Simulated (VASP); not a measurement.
Tl2H3:

```
Tl H
1.0
     1.68975    0.97558    7.83284
    -1.68975    0.97558    7.83284
     0.00000   -1.95115    7.83284
Tl H
2 3
Cartesian
  0.0000 0.0000 9.3994
  0.0000 0.0000 14.0991
  0.0000 0.0000 0.0000
  0.0000 0.0000 4.9229
  0.0000 0.0000 18.5756
```

```yaml
Program: VASP 6.6.1
Task: relaxation of cell and atoms
Functional: PBE
Potentials_or_basis: VASP PAW PBE potentials, release 64 (Tl_d, H)
Cutoff: 600 eV
k_mesh: 6 × 6 × 6
Occupations: gaussian, width 0.1 eV
Spin: no spin polarisation
```

At the start: pressure 3.9 GPa; volume 15.49 Å³/atom.

**Question.** Where does the relaxation end?

**Answer.** Over 20 steps the energy falls by 166.0 meV/atom and the volume is 16.56 Å³/atom (+6.9 %); space group R-3m (No. 166, to 0.1 Å) before and after.

The path:
| step | energy change (eV) | largest force (eV/Å) | pressure (GPa) | volume (Å³) |
| --- | --- | --- | --- | --- |
| 1 | 0.0000 | 1.0229 | 3.89 | 77.47 |
| 2 | -0.2136 | 0.7793 | 1.84 | 81.76 |
| 3 | -0.4218 | 0.4278 | -1.60 | 91.77 |
| 4 | -0.4245 | 0.4230 | -1.84 | 92.82 |
| 5 | -0.5083 | 0.3533 | -1.22 | 90.36 |
| 6 | -0.6496 | 0.1877 | 0.88 | 83.07 |
| 7 | -0.6717 | 0.2177 | 1.96 | 80.21 |
| 8 | -0.7285 | 0.2912 | 1.35 | 80.27 |
| 9 | -0.7492 | 0.3852 | 0.89 | 80.26 |
| 10 | -0.7500 | 0.4147 | 0.79 | 80.25 |
| 11 | -0.7693 | 0.3256 | 0.36 | 81.13 |
| 12 | -0.7931 | 0.1571 | -0.70 | 83.81 |
| 13 | -0.8027 | 0.1501 | -0.34 | 82.86 |
| 14 | -0.8088 | 0.1390 | 0.26 | 81.55 |
| 15 | -0.8090 | 0.1365 | 0.36 | 81.30 |
| 16 | -0.8150 | 0.1188 | 0.28 | 81.59 |
| 17 | -0.8224 | 0.0770 | 0.04 | 82.28 |
| 18 | -0.8228 | 0.0746 | -0.03 | 82.50 |
| 19 | -0.8283 | 0.0330 | 0.13 | 82.67 |
| 20 | -0.8298 | 0.0090 | 0.28 | 82.81 |

Final structure:
```xyz
5
Lattice="1.8866 1.0892 6.7164 -1.8866 1.0892 6.7164 0.0000 -2.1785 6.7164" Properties=species:S:1:pos:R:3 pbc="T T T"
Tl    0.0000    0.0000    8.2627
Tl    0.0000    0.0000   11.8864
H     0.0000    0.0000    0.0000
H     0.0000    0.0000    4.7126
H     0.0000    0.0000   15.4364
```

Caveat: the k points lie up to 0.32 Å⁻¹ apart in the final cell, too coarse for converged energies and pressures of a metal.
